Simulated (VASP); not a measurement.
Runs of VASP 6.6.1 on Si2Mo. The structure is that of space group I4/mmm (No. 139), or close to it. The cells are those of the table. 

```csv
cell,gap on the mesh (eV),pressure (GPa),largest force (eV/Å)
"a = 3.214, b = 3.214, c = 7.587 Å, 6 atoms",none,5.1,0.03
"a = 3.238, b = 3.178, c = 7.805 Å, 6 atoms",none,-1.4,-
"a = 3.190, b = 3.190, c = 7.821 Å, 6 atoms",none,(b),0.01
"a = 3.217, b = 3.217, c = 7.469 Å, 6 atoms",none,(a),0.01
"a = 3.047, b = 3.226, c = 7.909 Å, 6 atoms",none,5.7,0.01
```

Alike in all rows: task single point; level PBEsol; potentials or basis VASP PAW PBE potentials, release 64 (Si, Mo_sv); no spin polarisation; k mesh 12 × 12 × 6; cutoff (eV) 520; smearing gaussian 0.1 eV.

Problem. Estimate the missing entries.

Solution. (a) 9.2; (b) 0.4.

Caveats: the PAW data sets were made with another functional, which shifts forces and pressure a little; the cell stands under pressure (at least some runs).

A k mesh can miss the band edges, and the runs leave out spin-orbit coupling on Mo.

A gap of «none» marks levels without a gap at the run's occupations.
